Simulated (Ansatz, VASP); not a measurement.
One calculation of Ta2SiO3, two programs

The input INCAR:

```
  ALGO = Normal
  EDIFF = 1E-6
  ENCUT = 600
  GGA = PE
  GGA_COMPAT = F
  ISIF = 2
  ISMEAR = 0
  LASPH = T
  LCHARG = F
  LREAL = F
  LWAVE = F
  NBANDS = 56
  NELM = 120
  PREC = Accurate
  SIGMA = 0.2
```

The input KPOINTS:

```
k-points
0
Gamma
  8 4 2
```

POSCAR

```
Ta2SiO3
1.0
    0.0000000000     -2.7171048776      0.0000000000
   -5.4342097552      0.0000000000      0.0000000000
    0.0000000000      0.0000000000    -13.3935571412
Ta Si O
4 2 6
Direct
    0.5000000000      0.7500000000      0.6074316565
    0.5000000000      0.2500000000      0.6074316565
    0.5000000000      0.7500000000      0.3925683435
    0.5000000000      0.2500000000      0.3925683435
    0.5000000000      0.7500000000      0.0000000000
    0.5000000000      0.2500000000      0.0000000000
    0.0000000000      0.0000000000      0.3173368230
    0.0000000000      0.5000000000      0.3173368230
    0.0000000000      0.0000000000      0.6826631770
    0.0000000000      0.5000000000      0.6826631770
    0.0000000000      0.0000000000      0.5000000000
    0.0000000000      0.5000000000      0.5000000000
```

Input for Ansatz:

```yaml
crystal:
  lattice:
    - [0.0, -2.7171048776, 0.0]
    - [-5.4342097552, 0.0, 0.0]
    - [0.0, 0.0, -13.3935571412]
  atoms:
    - { symbol: Ta, position: [0.5, 0.75, 0.6074316565] }
    - { symbol: Ta, position: [0.5, 0.25, 0.6074316565] }
    - { symbol: Ta, position: [0.5, 0.75, 0.3925683435] }
    - { symbol: Ta, position: [0.5, 0.25, 0.3925683435] }
    - { symbol: Si, position: [0.5, 0.75, 0.0] }
    - { symbol: Si, position: [0.5, 0.25, 0.0] }
    - { symbol: O, position: [0.0, 0.0, 0.317336823] }
    - { symbol: O, position: [0.0, 0.5, 0.317336823] }
    - { symbol: O, position: [0.0, 0.0, 0.682663177] }
    - { symbol: O, position: [0.0, 0.5, 0.682663177] }
    - { symbol: O, position: [0.0, 0.0, 0.5] }
    - { symbol: O, position: [0.0, 0.5, 0.5] }
basis:
  ecutwfc: 420
kpoints:
  mp_grid: { grid: [8, 4, 2] }
hamiltonian:
  xc: pbe
scf:
  occupations: { method: gaussian, width: 0.2 }
  lower_state_search: "off"
output:
  forces: true
  stress: true
  eigenvalues: true
```

Alike in both runs: task single point; functional PBE; k mesh 8 × 4 × 2; occupations gaussian, width 0.2 eV; no spin polarisation.

|  | VASP | Ansatz |
| --- | --- | --- |
| version | VASP 6.6.1 | Ansatz 0.2.0 |
| potentials or method | VASP PAW PBE potentials, release 64 (Ta_pv, Si, O), cutoff 600 eV | scalar-relativistic, plane waves, PAW |
| valence electrons in the cell | 88 | 96 |

```tsv
	VASP	Ansatz	Ansatz less VASP
gap on the k mesh at the Fermi level (eV)	none	none	-
pressure (GPa)	0.6	0.2	-0.36
traceless stress, the component that is largest in VASP (GPa)	-0.51	-0.32	+0.191
rms of the force components (eV/Å)	0.048	0.060	+0.0113
```

Atom by atom the forces differ by 0.018 eV/Å (rms over components). A gap of «none» marks a metal or a gap that the smearing closes. VASP's potentials hold 88 valence electrons a cell and Ansatz's 96, so a difference there can come from the potentials and not from the codes.

Neither program's run includes spin-orbit coupling.
